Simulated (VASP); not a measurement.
A run of VASP 6.6.1:

File POSCAR:

```
InGaAs2
1.0
    3.9456180596      0.0000000000      0.0000000000
    0.0000000000      3.9456180596      0.0000000000
    0.0000000000      0.0000000000      5.7742450642
In Ga As
1 1 2
Direct
    0.0000000000      0.0000000000      0.5000000000
    0.5000000000      0.5000000000      0.0000000000
    0.5000000000      0.0000000000      0.7698871174
    0.0000000000      0.5000000000      0.2301128826
```

File INCAR.step1:

```
SYSTEM = InGaAs2
PREC = Accurate
ENCUT = 520
ISMEAR = 0
SIGMA = 0.03
LREAL = .False.
LASPH = .True.
NELM = 60
NBANDS = 26
GGA = PE
ALGO = Normal
EDIFF = 1E-4
LWAVE = .True.
LCHARG = .False.
```

The input INCAR.step2:

```
SYSTEM = InGaAs2
PREC = Accurate
ENCUT = 520
EDIFF = 1E-6
ISMEAR = 0
SIGMA = 0.03
LREAL = .False.
LASPH = .True.
NELM = 60
ALGO = Normal
ISIF = 2
LWAVE = .False.
LCHARG = .False.
METAGGA = R2SCAN
LMIXTAU = .True.
NBANDS = 26
ISTART = 1
```

Contents of KPOINTS:

```
regular mesh
0
Gamma
  8 8 6
  0 0 0
```

Potentials or basis: VASP PAW PBE potentials, release 64 (In_d, Ga_d, As).

Run with:

```bash
$ cat potpaw_PBE.64/In_d/POTCAR potpaw_PBE.64/Ga_d/POTCAR potpaw_PBE.64/As/POTCAR > POTCAR
$ cp INCAR.step1 INCAR
$ mpirun -np 1 vasp_std > vasp.out
$ cp INCAR.step2 INCAR
$ mpirun -np 1 vasp_std > vasp.out
```

Hardware: 1 thread of AMD EPYC 9R45 (Zen 5), with other jobs on the host.

**Question.** How long does it take, and how much memory?

**Answer.** It took 8.7 min on 1 thread of AMD EPYC 9R45 (Zen 5) (shared host), peak memory 0.27 GiB. Counts: k points 60.
